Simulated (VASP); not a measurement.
# Si4HC5 in VASP: single point with r2SCAN

Aim: the single point of Si4HC5 with r2SCAN.

Program: VASP 6.6.1. These are calculated values, not measurements. Logs are shortened: lines on timing, memory, paths and dates and some standing lists are left out, and cuts for length are marked.

**1. The cell of the first run**

The cell holds a slab with vacuum, 10 atoms: a = 3.075 Å, b = 3.075 Å, c = 28.299 Å, α = 90.00°, β = 90.00°, γ = 120.00°.

**2. Single point, r2SCAN, collinear spin**

File POSCAR:

```
Si4HC5
1.0
    3.0751950076      0.0000000000      0.0000000000
   -1.5375975038      2.6631969982      0.0000000000
    0.0000000000      0.0000000000     28.2992617081
C Si H
5 4 1
Direct
    0.3333333333      0.6666666667      0.3003611927
    0.6666666667      0.3333333333      0.3895537467
    0.3333333333      0.6666666667      0.4783203497
    0.6666666667      0.3333333333      0.5672202102
    0.0000000000      0.0000000000      0.6423709488
    0.6666666667      0.3333333333      0.3225176516
    0.3333333333      0.6666666667      0.4117102056
    0.6666666667      0.3333333333      0.5013732305
    0.3333333333      0.6666666667      0.6058697477
    0.0000000000      0.0000000000      0.6810682809
```

File INCAR.step1:

```
PREC     = Accurate       # precision mode
ENCUT    = 520            # plane-wave cutoff, eV
ISMEAR   = 0              # smearing method
SIGMA    = 0.05           # smearing width, eV
LREAL    = False          # projectors in reciprocal space
LASPH    = True           # aspherical terms in the spheres
NELM     = 150            # most SCF steps
ISPIN    = 2              # spin polarisation
MAGMOM   = 0 0 0 0 1 0 0 0 0 0 # initial moments
LDIPOL   = True         
IDIPOL   = 3            
DIPOL    = 0.5 0.5 0.490
NBANDS   = 34             # bands
GGA      = PE             # functional
ALGO     = Normal         # electronic algorithm
EDIFF    = 1E-4           # SCF threshold, eV
LWAVE    = True           # write WAVECAR
LCHARG   = False          # write CHGCAR
```

File INCAR.step2:

```
PREC     = Accurate       # precision mode
ENCUT    = 520            # plane-wave cutoff, eV
EDIFF    = 1E-6           # SCF threshold, eV
ISMEAR   = 0              # smearing method
SIGMA    = 0.05           # smearing width, eV
LREAL    = False          # projectors in reciprocal space
LASPH    = True           # aspherical terms in the spheres
NELM     = 150            # most SCF steps
ALGO     = Normal         # electronic algorithm
ISIF     = 2              # what is computed and relaxed
LWAVE    = False          # write WAVECAR
LCHARG   = False          # write CHGCAR
ISPIN    = 2              # spin polarisation
MAGMOM   = 0 0 0 0 1 0 0 0 0 0 # initial moments
LORBIT   = 11             # projections on sites
LDIPOL   = True         
IDIPOL   = 3            
DIPOL    = 0.5 0.5 0.490
METAGGA  = R2SCAN         # meta-GGA
LMIXTAU  = True         
NBANDS   = 34             # bands
ISTART   = 1
```

File KPOINTS:

```
regular mesh
0
Gamma
  9 9 1
```

Potentials or basis: VASP PAW PBE potentials, release 64 (C, Si, H).

Run with:

```sh
cat potpaw_PBE.64/C/POTCAR potpaw_PBE.64/Si/POTCAR potpaw_PBE.64/H/POTCAR > POTCAR
cp INCAR.step1 INCAR
mpirun -np 1 vasp_std > vasp.out
cp INCAR.step2 INCAR
mpirun -np 1 vasp_std > vasp.out
```

OUTCAR:

```text
PREC = Accurate
   ENCUT = 520
   EDIFF = 1E-6
   ISMEAR = 0
   LREAL = False
   LASPH = True
   NELM = 150
   ISIF = 2
   ISPIN = 2
   LORBIT = 11
   METAGGA = R2SCAN
   ISTART = 1

 ion  position               nearest neighbor table
   1  0.333  0.667  0.300-   6 1.88   6 1.88   6 1.88
   2  0.667  0.333  0.390-   7 1.88   7 1.88   7 1.88   6 1.90
   3  0.333  0.667  0.478-   7 1.89   8 1.89   8 1.89   8 1.89
   4  0.667  0.333  0.567-   8 1.86   9 2.09   9 2.09   9 2.09
   5  0.000  0.000  0.642-  10 1.10   9 2.05   9 2.05   9 2.05
   6  0.667  0.333  0.323-   1 1.88   1 1.88   1 1.88   2 1.90   7 3.09   7 3.09   7 3.09
   7  0.333  0.667  0.412-   2 1.88   2 1.88   2 1.88   3 1.89   6 3.09   6 3.09   6 3.09   8 3.10
                             8 3.10   8 3.10
   8  0.667  0.333  0.501-   4 1.86   3 1.89   3 1.89   3 1.89   7 3.10   7 3.10   7 3.10
   9  0.333  0.667  0.606-   5 2.05   5 2.05   5 2.05   4 2.09   4 2.09   4 2.09
  10  0.000  0.000  0.681-   5 1.10

  LATTYP: Found a hexagonal cell.
 ALAT       =     3.0751950076
 C/A-ratio  =     9.2024283462

  Lattice vectors:

 A1 = (   3.0751950076,   0.0000000000,   0.0000000000)
 A2 = (  -1.5375975038,   2.6631969982,   0.0000000000)
 A3 = (   0.0000000000,   0.0000000000,  28.2992617081)

Analysis of symmetry for initial positions (statically):
=====================================================================
 Subroutine PRICEL returns:
 Original cell was already a primitive cell.

 Routine SETGRP: Setting up the symmetry group for a
 hexagonal supercell.

 Subroutine GETGRP returns: Found  6 space group operations
 (whereof  6 operations were pure point group operations)
 out of a pool of 24 trial point group operations.

The static configuration has the point symmetry C_3v.

Analysis of symmetry for dynamics (positions and initial velocities):
=====================================================================
 Subroutine PRICEL returns:
 Original cell was already a primitive cell.

 Routine SETGRP: Setting up the symmetry group for a
 hexagonal supercell.

 Subroutine GETGRP returns: Found  6 space group operations
 (whereof  6 operations were pure point group operations)
 out of a pool of 24 trial point group operations.

The dynamic configuration has the point symmetry C_3v.

Analysis of structural, dynamic, and magnetic symmetry:
=====================================================================
 Subroutine PRICEL returns:
 Original cell was already a primitive cell.

 Routine SETGRP: Setting up the symmetry group for a
 hexagonal supercell.

 Subroutine GETGRP returns: Found  6 space group operations
 (whereof  6 operations were pure point group operations)
 out of a pool of 24 trial point group operations.

The overall configuration has the point symmetry C_3v.

 Subroutine INISYM returns: Found  6 space group operations
 (whereof  6 operations are pure point group operations),
 and found     1 'primitive' translations

----------------------------------------------------------------------------------------

                                     Primitive cell

  volume of cell :     231.7667

  direct lattice vectors                    reciprocal lattice vectors
     3.075195008  0.000000000  0.000000000     0.325182630  0.187744279  0.000000000
    -1.537597504  2.663196998  0.000000000     0.000000000  0.375488558  0.000000000
     0.000000000  0.000000000 28.299261708     0.000000000  0.000000000  0.035336611

  length of vectors
     3.075195008  3.075195008 28.299261708     0.375488558  0.375488558  0.035336611

  position of ions in fractional coordinates (direct lattice)
     0.333333333  0.666666667  0.300361193
     0.666666667  0.333333333  0.389553747
     0.333333333  0.666666667  0.478320350
     0.666666667  0.333333333  0.567220210
     0.000000000  0.000000000  0.642370949
     0.666666667  0.333333333  0.322517652
     0.333333333  0.666666667  0.411710206
[... 69 lines left out ...]
   ISPIN  =      2    spin polarized calculation?
   LNONCOLLINEAR =      F non collinear calculations
   LSORBIT =      F    spin-orbit coupling
   LASPH  =      T    aspherical Exc in radial PAW
   ENCUT  =  520.0 eV  38.22 Ry    6.18 a.u.   5.72  5.72 52.62*2*pi/ulx,y,z
   NELM   =    150;   NELMIN=  2; NELMDL=  0     # of ELM steps
   EDIFF  = 0.1E-05   stopping-criterion for ELM
   LREAL  =      F    real-space projection
   EDIFFG = 0.1E-04   stopping-criterion for IOM
   NSW    =      0    number of steps for IOM
   IBRION =     -1    ionic relax: 0-MD 1-quasi-New 2-CG
   NFREE  =      0    steps in history (QN), initial steepest desc. (CG)
   ISIF   =      2    stress and relaxation
   ISYM   =      2    0-nonsym 1-usesym 2-fastsym
   POTIM  = 0.5000    time-step for ionic-motion
   TEBEG  =    0.0;   TEEND  =   0.0 temperature during run
   PSTRESS=    0.0 pullay stress
   NELECT =      37.0000    total number of electrons
   NUPDOWN=      -1.0000    fix difference up-down
   EMIN   =  10.00;   EMAX   =-10.00  energy-range for DOS
   EFERMI =   0.00;   METHOD = LEGACY
   ISMEAR =     0;   SIGMA  =   0.05  broadening in eV -4-tet -1-fermi 0-gaus
   EFERMI_NEDOS =   21; number of points for ismear=-14 and -15
   IALGO  =     38    algorithm
   IMIX   =      4    mixing-type and parameters
     AMIX     =   0.40;   BMIX     =  1.00
     AMIX_MAG =   1.60;   BMIX_MAG =  1.00
  volume/ion in A,a.u.               =      23.18       156.40
  Fermi-wavevector in a.u.,A,eV,Ry     =   0.888093  1.678252 10.731037  0.788709
  Thomas-Fermi vector in A             =   2.009477
   LORBIT       =     11    0 simple, 1 ext, 2 COOP (PROOUT), +10 PAW based schemes
   METAGGA = R2SCAN    functional components
   LHFCALC =     F    Hartree Fock is set to
   AEXX    =    0.0000 exact exchange contribution
   IVDW    =     0    specifies the selected vdW correction
   LEPSILON=     F    determine dielectric tensor
   LRPA    =     F    only Hartree local field effects (RPA)
 spin polarized calculation
 Gauss-broadening in eV      SIGMA  =   0.05
  energy-cutoff  :      520.00
  volume of cell :      231.77
 maximum number of plane-waves:      6268
 NGX is ok and might be reduce to    24
   NGX = 11   NGY = 11   NGZ =105

 dipolmoment           0.000000      0.000000      0.056422 electrons x Angstroem

 number of electron      37.0000000 magnetization       1.0575274

 dipolmoment           0.000000      0.000000     -0.054860 electrons x Angstroem

 Free energy of the ion-electron system (eV)
  ---------------------------------------------------
  ext. energy  EPLUGINS =         0.00000000
  ---------------------------------------------------
  free energy    TOTEN  =       -84.63136210 eV

  energy without entropy =      -84.62976649  energy(sigma->0) =      -84.63056430

 E-fermi :  -0.0710     XC(G=0):  -5.3499

 val. band max:       -0.0758774976   @ k =   0.1111   0.0000   0.0000
 cond. band min:      -0.0290631115   @ k =   0.1111   0.0000   0.0000
 fundamental gap:      0.0468143861
 Fermi energy:        -0.0710056953

 spin component 1

 k-point     1 :       0.0000    0.0000    0.0000
  band No.  band energies     occupation
      1     -16.4014      1.00000
      2     -15.5340      1.00000
      3     -14.8413      1.00000
      4     -13.6434      1.00000
      5     -11.8173      1.00000
      6      -8.2788      1.00000
[... 385 lines left out ...]
     29       9.9535      0.00000
     30      10.2920      0.00000
 Fermi energy:        -0.0710056953

 spin component 2

 k-point     1 :       0.0000    0.0000    0.0000
  band No.  band energies     occupation
      1     -16.2664      1.00000
      2     -15.4431      1.00000
      3     -14.6425      1.00000
      4     -13.1574      1.00000
      5     -11.7730      1.00000
      6      -8.1284      1.00000
[... 385 lines left out ...]
     29       9.9767      0.00000
     30      10.4066      0.00000
 [bands above 30 left out]

------------------------ aborting loop because EDIFF is reached ----------------------------------------

 vacuum level on the upper side and lower side of the slab       (xc-potential included)        -0.663         0.524

  FORCE on cell =-STRESS in cart. coord.  units (eV):
  Direction    XX          YY          ZZ          XY          YZ          ZX
  --------------------------------------------------------------------------------------
  -------------------------------------------------------------------------------------
  Total       -4.9531172     -4.9531172     -1.3063422      0.0000000     -0.0000000      0.0000000
  in kB      -34.2403450    -34.2403450     -9.0305974      0.0000000     -0.0000000      0.0000000
  external PRESSURE =     -25.8370958 kB  Pullay stress =       0.0000000 kB

 VOLUME and BASIS-vectors are now :
 -----------------------------------------------------------------------------
  energy-cutoff  :      520.00
  volume of cell :      231.77
      direct lattice vectors                 reciprocal lattice vectors
     3.075195008  0.000000000  0.000000000     0.325182630  0.187744279  0.000000000
    -1.537597504  2.663196998  0.000000000     0.000000000  0.375488558  0.000000000
     0.000000000  0.000000000 28.299261708     0.000000000  0.000000000  0.035336611

 POSITION                                       TOTAL-FORCE (eV/Angst)
 -----------------------------------------------------------------------------------
     -0.00000      1.77546      8.50000        -0.000000     -0.000000      2.399108
      1.53760      0.88773     11.02408        -0.000000     -0.000000      0.055538
     -0.00000      1.77546     13.53611         0.000000     -0.000000      0.017013
      1.53760      0.88773     16.05191         0.000000      0.000000     -0.012867
      0.00000      0.00000     18.17862         0.000000     -0.000000     -0.064913
      1.53760      0.88773      9.12701        -0.000000     -0.000000     -2.485991
     -0.00000      1.77546     11.65109         0.000000      0.000000      0.032101
      1.53760      0.88773     14.18849         0.000000     -0.000000     -0.009851
     -0.00000      1.77546     17.14567        -0.000000      0.000000      0.003445
      0.00000      0.00000     19.27373        -0.000000     -0.000000      0.066418
 -----------------------------------------------------------------------------------
    total drift:                               -0.000001     -0.000000      0.000258

  FREE ENERGIE OF THE ION-ELECTRON SYSTEM (eV)
  ---------------------------------------------------
  free  energy   TOTEN  =       -84.6313621023 eV

  energy  without entropy=      -84.6297664944  energy(sigma->0) =      -84.63056430

 vacuum level on the upper side and lower side of the slab         4.569         5.777

 total charge

# of ion       s       p       d       tot
------------------------------------------
    1        0.873   1.552   0.000   2.424
    2        0.856   1.704   0.000   2.561
    3        0.854   1.701   0.000   2.555
    4        0.902   1.459   0.000   2.361
    5        0.904   1.482   0.000   2.386
    6        0.704   0.990   0.000   1.694
    7        0.703   0.979   0.000   1.683
    8        0.706   0.986   0.000   1.692
    9        0.659   0.857   0.000   1.516
   10        0.638   0.048   0.000   0.686
--------------------------------------------------
tot          7.797  11.759   0.000  19.557

 magnetization (x)

# of ion       s       p       d       tot
------------------------------------------
    1        0.055   0.372   0.000   0.427
    2        0.010   0.070   0.000   0.080
    3        0.002   0.015   0.000   0.016
    4        0.001   0.005   0.000   0.006
    5        0.001   0.010   0.000   0.011
    6       -0.009  -0.021   0.000  -0.029
    7        0.002   0.003   0.000   0.005
    8        0.000   0.000   0.000   0.001
    9       -0.000   0.002   0.000   0.001
   10       -0.000   0.000   0.000  -0.000
--------------------------------------------------
tot          0.061   0.457   0.000   0.518
```

It took 20 min on 1 thread of Intel Xeon Platinum 8488C (Sapphire Rapids), shared host; peak memory 0.57 GiB.

Results:

```
Free energy                                           : -84.6314 eV
Largest force                                         : 2.486 eV/Å
Net moment                                            : 1.06 μB per cell
Site moments                                          : C +0.43, +0.08, +0.02, +0.01 (each value once); Si -0.03, +0.01, +0.00 (each value once); H -0.00 μB
Valence electrons inside the program's atomic spheres : C 2.42, 2.56, 2.36, 2.39 (each value once); Si 1.69, 1.68, 1.52 (each value once); H 0.69
```

Forces on the atoms (eV/Å):
```
C    0.000  0.000  2.399
C    0.000  0.000  0.056
C    0.000  0.000  0.017
C    0.000  0.000 -0.013
C    0.000  0.000 -0.065
Si   0.000  0.000 -2.486
Si   0.000  0.000  0.032
Si   0.000  0.000 -0.010
Si   0.000  0.000  0.003
H    0.000  0.000  0.066
```

Caveat: the PAW data sets were made with another functional, which shifts forces and pressure a little.
